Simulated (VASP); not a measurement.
# Sb (I4/mmm) in VASP: notebook

The runs below take Sb through relaxation of cell and atoms, single point, with PBEsol-based global hybrid with 25 % exact exchange, HSE06.

Program: VASP 6.6.1. These are calculated values, not measurements. Logs are shortened: lines on timing, memory, paths and dates and some standing lists are left out, and cuts for length are marked.

**1. The cell of the first run**

The structure is tetragonal, space group I4/mmm (No. 139). The conventional cell has a = 3.153 Å, b = 3.153 Å, c = 5.424 Å, α = 90.00°, β = 90.00°, γ = 90.00°. Sb (site symmetry 4/mmm) has 12 Sb at 3.15 to 3.51 Å within 4.1 Å.

**2. Relaxation of cell and atoms, PBEsol-based global hybrid with 25 % exact exchange**

Input file POSCAR:

```
Sb
1.0
   -1.5765401831      1.5765401831      2.7119384313
    1.5765401831     -1.5765401831      2.7119384313
    1.5765401831      1.5765401831     -2.7119384313
Sb
1
Direct
    0.0000000000      0.0000000000      0.0000000000
```

Input file INCAR.step1:

```
ALGO = Normal
EDIFF = 1E-5
ENCUT = 600
GGA = PE
ISMEAR = -1
LASPH = True
LCHARG = False
LREAL = False
LWAVE = True
NBANDS = 8
NELM = 80
PREC = Accurate
SIGMA = 0.05
```

Input file INCAR.step2:

```
AEXX = 0.25
ALGO = Normal
EDIFF = 1E-7
EDIFFG = -0.01
ENCUT = 600
GGA = PS
IBRION = 2
ISIF = 3
ISMEAR = -1
ISTART = 1
LASPH = True
LCHARG = False
LHFCALC = True
LREAL = False
LWAVE = False
NELM = 80
NSW = 60
PREC = Accurate
PRECFOCK = Normal
SIGMA = 0.05
```

Input file KPOINTS:

```
k-points
0
Gamma
  6 6 6
```

Potentials or basis: VASP PAW PBE potentials, release 64 (Sb).

Command:

```bash
$ cat potpaw_PBE.64/Sb/POTCAR > POTCAR
$ cp INCAR.step1 INCAR
$ mpirun -np 1 vasp_std > vasp.out
$ cp INCAR.step2 INCAR
$ mpirun -np 1 vasp_std > vasp.out
```

OUTCAR:

```text
AEXX = 0.25
   EDIFF = 1E-7
   EDIFFG = -0.01
   ENCUT = 600
   GGA = PS
   IBRION = 2
   ISIF = 3
   ISMEAR = -1
   ISTART = 1
   LASPH = True
   LHFCALC = True
   LREAL = False
   NELM = 80
   NSW = 60
   PREC = Accurate
   PRECFOCK = Normal

 ion  position               nearest neighbor table
   1  0.000  0.000  0.000-

  LATTYP: Found a body centered tetragonal cell.
 ALAT       =     3.1530803662
 C/A-ratio  =     1.7201835135

  Lattice vectors:

 A1 = (  -1.5765401831,   1.5765401831,   2.7119384313)
 A2 = (   1.5765401831,  -1.5765401831,   2.7119384313)
 A3 = (   1.5765401831,   1.5765401831,  -2.7119384313)

Analysis of symmetry for initial positions (statically):
=====================================================================
 Subroutine PRICEL returns:
 Original cell was already a primitive cell.

 Routine SETGRP: Setting up the symmetry group for a
 body centered tetragonal supercell.

 Subroutine GETGRP returns: Found 16 space group operations
 (whereof 16 operations were pure point group operations)
 out of a pool of 16 trial point group operations.

The static configuration has the point symmetry D_4h.

Analysis of symmetry for dynamics (positions and initial velocities):
=====================================================================
 Subroutine PRICEL returns:
 Original cell was already a primitive cell.

 Routine SETGRP: Setting up the symmetry group for a
 body centered tetragonal supercell.

 Subroutine GETGRP returns: Found 16 space group operations
 (whereof 16 operations were pure point group operations)
 out of a pool of 16 trial point group operations.

The dynamic configuration has the point symmetry D_4h.

 Subroutine INISYM returns: Found 16 space group operations
 (whereof 16 operations are pure point group operations),
 and found     1 'primitive' translations

----------------------------------------------------------------------------------------

                                     Primitive cell

  volume of cell :      26.9619

  direct lattice vectors                    reciprocal lattice vectors
    -1.576540183  1.576540183  2.711938431     0.000000000  0.317150178  0.184369967
     1.576540183 -1.576540183  2.711938431     0.317150178  0.000000000  0.184369967
     1.576540183  1.576540183 -2.711938431     0.317150178  0.317150178  0.000000000

  length of vectors
     3.510778824  3.510778824  3.510778824     0.366846726  0.366846726  0.448518083

  position of ions in fractional coordinates (direct lattice)
     0.000000000  0.000000000  0.000000000

  ion indices of the primitive-cell ions
   primitive index   ion index
                 1           1

----------------------------------------------------------------------------------------

 KPOINTS: k-points

Automatic generation of k-mesh.
 Grid dimensions read from file:
 generate k-points for:    6    6    6

 Generating k-lattice:

  Cartesian coordinates                     Fractional coordinates (reciprocal lattice)
     0.000000000  0.052858363  0.030728328     0.166666667 -0.000000000  0.000000000
     0.052858363  0.000000000  0.030728328    -0.000000000  0.166666667  0.000000000
     0.052858363  0.052858363  0.000000000     0.000000000  0.000000000  0.166666667

  Length of vectors
     0.061141121  0.061141121  0.074753014

  Shift w.r.t. Gamma in fractional coordinates (k-lattice)
     0.000000000  0.000000000  0.000000000

 Subroutine IBZKPT returns following result:
 ===========================================

 Found     30 irreducible k-points:

 Following reciprocal coordinates:
            Coordinates               Weight
  0.000000  0.000000  0.000000      1.000000
  0.166667  0.000000 -0.000000      8.000000
  0.333333  0.000000 -0.000000      8.000000
  0.500000 -0.000000  0.000000      4.000000
  0.166667  0.166667 -0.000000      8.000000
  0.333333  0.166667 -0.000000     16.000000
[... 16 lines left out ...]
 -0.333333 -0.333333  0.166667      8.000000
 -0.166667 -0.333333  0.166667      8.000000
 [... further k-points ...]
   k-points           NKPTS =     30   k-points in BZ     NKDIM =    216   number of bands    NBANDS=      6
   number of dos      NEDOS =    301   number of ions     NIONS =      1
   total plane-waves  NPLWV =  21952
   dimension x,y,z NGX =    28 NGY =   28 NGZ =   28
   dimension x,y,z NGXF=    56 NGYF=   56 NGZF=   56
   ions per type =               1
   NGX,Y,Z   is equivalent  to a cutoff of  13.26, 13.26, 13.26 a.u.
   NGXF,Y,Z  is equivalent  to a cutoff of  26.52, 26.52, 26.52 a.u.
 SYSTEM =  unknown system
   PREC   = accura    normal or accurate (medium, high low for compatibility)
   ISTART =      1    job   : 0-new  1-cont  2-samecut
   ICHARG =      0    charge: 1-file 2-atom 10-const
   ISPIN  =      1    spin polarized calculation?
   LNONCOLLINEAR =      F non collinear calculations
   LSORBIT =      F    spin-orbit coupling
   LASPH  =      T    aspherical Exc in radial PAW
   ENCUT  =  600.0 eV  44.10 Ry    6.64 a.u.   7.01  7.01  7.01*2*pi/ulx,y,z
   NELM   =     80;   NELMIN=  2; NELMDL=  0     # of ELM steps
   EDIFF  = 0.1E-06   stopping-criterion for ELM
   LREAL  =      F    real-space projection
   EDIFFG = -.1E-01   stopping-criterion for IOM
   NSW    =     60    number of steps for IOM
   IBRION =      2    ionic relax: 0-MD 1-quasi-New 2-CG
   NFREE  =      1    steps in history (QN), initial steepest desc. (CG)
   ISIF   =      3    stress and relaxation
   ISYM   =      3    0-nonsym 1-usesym 2-fastsym
   POTIM  = 0.5000    time-step for ionic-motion
   TEBEG  =    0.0;   TEEND  =   0.0 temperature during run
   PSTRESS=    0.0 pullay stress
   NELECT =       5.0000    total number of electrons
   NUPDOWN=      -1.0000    fix difference up-down
   EMIN   =  10.00;   EMAX   =-10.00  energy-range for DOS
   EFERMI =   0.00;   METHOD = LEGACY
   ISMEAR =    -1;   SIGMA  =   0.05  broadening in eV -4-tet -1-fermi 0-gaus
   EFERMI_NEDOS =   21; number of points for ismear=-14 and -15
   IALGO  =     38    algorithm
   IMIX   =      1    mixing-type and parameters
     AMIX     =   0.40;   BMIX     =  1.00
     AMIX_MAG =   1.60;   BMIX_MAG =  1.00
  volume/ion in A,a.u.               =      26.96       181.95
  Fermi-wavevector in a.u.,A,eV,Ry     =   0.933573  1.764197 11.858269  0.871558
  Thomas-Fermi vector in A             =   2.060288
   LORBIT       =      0    0 simple, 1 ext, 2 COOP (PROOUT), +10 PAW based schemes
   GGA     = PS    functional components
   LHFCALC =     T    Hartree Fock is set to
   PRECFOCK=normal    Normal, Fast or Accurate (Low or Medium for compatibility)
   ENCUT4O =  -1.0   cutoff for four orbital integrals eV
   NKREDX  =     1    reduce k-point grid by
   NKREDY  =     1    reduce k-point grid by
   NKREDZ  =     1    reduce k-point grid by
   AEXX    =    0.2500 exact exchange contribution
   HFSCREEN=    0.0000 screening length (either q_TF or 0.3 A-1)
   HFSCREENC=   0.0000 screening length for correlation (either q_TF or 0.3 A-1)
   ENCUTFOCK=  -1.0 apply spherical cutoff to Coloumb kernel
   IVDW    =     0    specifies the selected vdW correction
   LEPSILON=     F    determine dielectric tensor
   LRPA    =     F    only Hartree local field effects (RPA)
 conjugate gradient relaxation of ions
 non-spin polarized calculation
  energy-cutoff  :      600.00
  volume of cell :       26.96
 maximum number of plane-waves:       922
  NGX = 24; NGY = 24; NGZ = 24

--------------------------------------- Ionic step        1  -------------------------------------------

 number of electron       5.0000000 magnetization

 Free energy of the ion-electron system (eV)
  ---------------------------------------------------
  ext. energy  EPLUGINS =         0.00000000
  ---------------------------------------------------
  free energy    TOTEN  =        -5.61425702 eV

  energy without entropy =       -5.61244661  energy(sigma->0) =       -5.61335181

------------------------ aborting loop because EDIFF is reached ----------------------------------------

  FORCE on cell =-STRESS in cart. coord.  units (eV):
  Direction    XX          YY          ZZ          XY          YZ          ZX
  --------------------------------------------------------------------------------------
  -------------------------------------------------------------------------------------
  Total       -0.5067955     -0.5067955     -0.8994965      0.0000000     -0.0000000     -0.0000000
  in kB      -30.1157340    -30.1157340    -53.4515337      0.0000000     -0.0000000     -0.0000000
  external PRESSURE =     -37.8943339 kB  Pullay stress =       0.0000000 kB

 VOLUME and BASIS-vectors are now :
 -----------------------------------------------------------------------------
  energy-cutoff  :      600.00
  volume of cell :       26.96
      direct lattice vectors                 reciprocal lattice vectors
    -1.576540183  1.576540183  2.711938431     0.000000000  0.317150178  0.184369967
     1.576540183 -1.576540183  2.711938431     0.317150178  0.000000000  0.184369967
     1.576540183  1.576540183 -2.711938431     0.317150178  0.317150178  0.000000000

 POSITION                                       TOTAL-FORCE (eV/Angst)
 -----------------------------------------------------------------------------------
      0.00000      0.00000      0.00000         0.000000     -0.000000      0.000000
 -----------------------------------------------------------------------------------
    total drift:                               -0.000000     -0.000000      0.000000

  FREE ENERGIE OF THE ION-ELECTRON SYSTEM (eV)
  ---------------------------------------------------
  free  energy   TOTEN  =        -5.6142570153 eV

  energy  without entropy=       -5.6124466133  energy(sigma->0) =       -5.61335181

--------------------------------------- Ionic step        2  -------------------------------------------

 number of electron       5.0000000 magnetization

 E-fermi :  10.1672     XC(G=0):  -8.4635

 val. band max:        9.3006422064   @ k =  -0.3333   0.3333   0.0000
 cond. band min:      10.3040846404   @ k =   0.5000   0.3333  -0.0000
 fundamental gap:      1.0034424340
 Fermi energy:        10.1672275453

 k-point     1 :       0.0000    0.0000    0.0000
  band No.  band energies     occupation
      1      -6.1739      2.00000
      2      16.1840      0.00000
      3      16.7925      0.00000
      4      16.7925      0.00000
      5      20.3201      0.00000
      6      21.6039      0.00000

 k-point     2 :       0.1667    0.0000   -0.0000
  band No.  band energies     occupation
      1      -5.5094      2.00000
      2      12.1101      0.00000
      3      14.9106      0.00000
      4      16.5819      0.00000
      5      19.0032      0.00000
      6      20.4577      0.00000
[... 290 lines left out ...]
 POSITION                                       TOTAL-FORCE (eV/Angst)
 -----------------------------------------------------------------------------------
      0.00000     -0.00000      0.00000         0.000000      0.000000      0.000000
 -----------------------------------------------------------------------------------
    total drift:                                0.000000      0.000000      0.000000

  FREE ENERGIE OF THE ION-ELECTRON SYSTEM (eV)
  ---------------------------------------------------
  free  energy   TOTEN  =        -5.6366269873 eV

  energy  without entropy=       -5.6348084373  energy(sigma->0) =       -5.63571771

--------------------------------------- Ionic step        5  -------------------------------------------

 number of electron       5.0000000 magnetization

 Free energy of the ion-electron system (eV)
  ---------------------------------------------------
  ext. energy  EPLUGINS =         0.00000000
  ---------------------------------------------------
  free energy    TOTEN  =        -5.63665587 eV

  energy without entropy =       -5.63484643  energy(sigma->0) =       -5.63575115

 E-fermi :   9.6703     XC(G=0):  -8.3435

 val. band max:        8.8294637263   @ k =  -0.3333   0.3333   0.0000
 cond. band min:       9.8077036742   @ k =   0.5000   0.3333  -0.0000
 fundamental gap:      0.9782399479
 Fermi energy:         9.6702614752

 k-point     1 :       0.0000    0.0000    0.0000
  band No.  band energies     occupation
      1      -6.3460      2.00000
      2      15.4209      0.00000
      3      15.9815      0.00000
      4      15.9815      0.00000
      5      19.6938      0.00000
      6      20.9274      0.00000

 k-point     2 :       0.1667    0.0000   -0.0000
  band No.  band energies     occupation
      1      -5.7030      2.00000
      2      11.4826      0.00000
      3      14.2411      0.00000
      4      15.7724      0.00000
      5      18.4509      0.00000
      6      19.8565      0.00000
[... 220 lines left out ...]
 POSITION                                       TOTAL-FORCE (eV/Angst)
 -----------------------------------------------------------------------------------
      0.00000     -0.00000      0.00000         0.000000      0.000000     -0.000000
 -----------------------------------------------------------------------------------
    total drift:                               -0.000000     -0.000000     -0.000000

  FREE ENERGIE OF THE ION-ELECTRON SYSTEM (eV)
  ---------------------------------------------------
  free  energy   TOTEN  =        -5.6366558664 eV

  energy  without entropy=       -5.6348464277  energy(sigma->0) =       -5.63575115

 reached required accuracy - stopping structural energy minimisation
```

Run time: 44 min. Hardware: 1 thread of AMD EPYC 9R45 (Zen 5), shared host; peak memory 0.16 GiB.

Results:

```yaml
Free_energy: -5.6367 eV
Relaxed_volume: 25.45 Å³/atom
Relaxed_cell: a = 3.421 Å, b = 3.421 Å, c = 3.421 Å, α = 125.74°, β = 125.74°, γ = 80.32°
Space_group_after_relaxing_to_0.1_Å: I4/mmm (No. 139)
Energy_gained_by_relaxing: 22.4 meV/atom
Ionic_steps: 5
Pressure_after_relaxing: 0.0 GPa
Band_gap_on_the_k_mesh: zero (an odd number of electrons rules out a gap without spin polarisation)
```

Step by step:
| step | energy change (eV) | largest force (eV/Å) | pressure (GPa) | volume (Å³) |
| --- | --- | --- | --- | --- |
| 1 | 0.0000 | 0.0000 | -3.79 | 26.96 |
| 2 | -0.0127 | 0.0000 | 3.32 | 24.55 |
| 3 | -0.0209 | 0.0000 | 0.29 | 25.43 |
| 4 | -0.0224 | 0.0000 | 0.00 | 25.45 |
| 5 | -0.0224 | 0.0000 | 0.03 | 25.45 |

Final structure:
```cif
data_structure
_symmetry_space_group_name_H-M 'P 1'
_symmetry_Int_Tables_number 1
_cell_length_a 3.4207
_cell_length_b 3.4207
_cell_length_c 3.4207
_cell_angle_alpha 125.736
_cell_angle_beta 125.736
_cell_angle_gamma 80.323
_cell_volume 25.45
loop_
_atom_site_label
_atom_site_type_symbol
_atom_site_fract_x
_atom_site_fract_y
_atom_site_fract_z
_atom_site_occupancy
Sb1 Sb 0.00000 0.00000 0.00000 1
```

Levels at points of the mesh, in eV from the Fermi level:
```
           k point  band 1  band 2  band 3  band 4  band 5  band 6
(0.00, 0.00, 0.00)  -16.02    5.75    6.31    6.31   10.02   11.26
(0.50, 0.00, 0.00)  -11.38   -8.10    2.22    5.97    6.81   10.78
(0.50, 0.50, 0.00)   -8.40   -6.48   -2.02    0.38    3.61    4.39
(0.50, 0.50, 0.50)  -11.22   -7.85    1.93    1.93    5.86    6.21
```

Caveat: the k points lie up to 0.39 Å⁻¹ apart in the final cell, too coarse for converged energies and pressures of a metal; the PAW data sets were made with another functional, which shifts forces and pressure a little; spin-orbit coupling is left out, which moves the levels of the heavy elements; an odd number of electrons without spin polarisation forces a metal; a magnetic or distorted state may lie lower.

**3. Single point, HSE06, non-collinear spin, zero start, spin-orbit coupling**

POSCAR is that of step 2.

Input file INCAR.step1:

```
ALGO = Normal
EDIFF = 1E-5
ENCUT = 520
GGA = PE
GGA_COMPAT = F
ISIF = 2
ISMEAR = -1
LASPH = T
LCHARG = F
LNONCOLLINEAR = T
LORBIT = 11
LORBMOM = T
LREAL = F
LSORBIT = T
LWAVE = T
MAGMOM = 0 0 0
NBANDS = 16
NELM = 150
PREC = Accurate
SIGMA = 0.05
```

Input file INCAR.step2:

```
ALGO = Normal
EDIFF = 1E-7
ENCUT = 520
GGA = PE
GGA_COMPAT = F
HFSCREEN = 0.2079
ISIF = 2
ISMEAR = -1
ISTART = 1
LASPH = T
LCHARG = F
LHFCALC = T
LNONCOLLINEAR = T
LORBIT = 11
LORBMOM = T
LREAL = F
LSORBIT = T
LWAVE = F
MAGMOM = 0 0 0
NBANDS = 16
NELM = 150
PREC = Accurate
PRECFOCK = Normal
SIGMA = 0.05
```

Input file KPOINTS:

```
k-points
0
Gamma
  5 5 5
```

Potentials or basis: VASP PAW PBE potentials, release 64 (Sb).

Command:

```bash
$ cat potpaw_PBE.64/Sb/POTCAR > POTCAR
$ cp INCAR.step1 INCAR
$ mpirun -np 1 vasp_ncl > vasp.out
$ cp INCAR.step2 INCAR
$ mpirun -np 1 vasp_ncl > vasp.out
```

It took 58 min on 1 thread of Intel Xeon 8259CL, shared host; peak memory 0.34 GiB.

The run converged. Its results:

```
Free energy                                           : -4.6616 eV
Pressure                                              : -1.3 GPa
Net moment                                            : 0.00 μB per cell
Valence electrons inside the program's atomic spheres : Sb 2.49
```

Stress tensor (GPa, compression positive):
```
-1.44  0.00  0.00
 0.00 -1.44  0.00
 0.00  0.00 -1.07
```

Moments on the atoms (μB; x, y, z):
```
Sb  0.00 0.00 0.00
```

Caveat: the k points lie up to 0.46 Å⁻¹ apart; the PAW data sets were made with another functional, which shifts forces and pressure a little.

The gap in the log of VASP goes by the Fermi energy; the results here count the filled bands.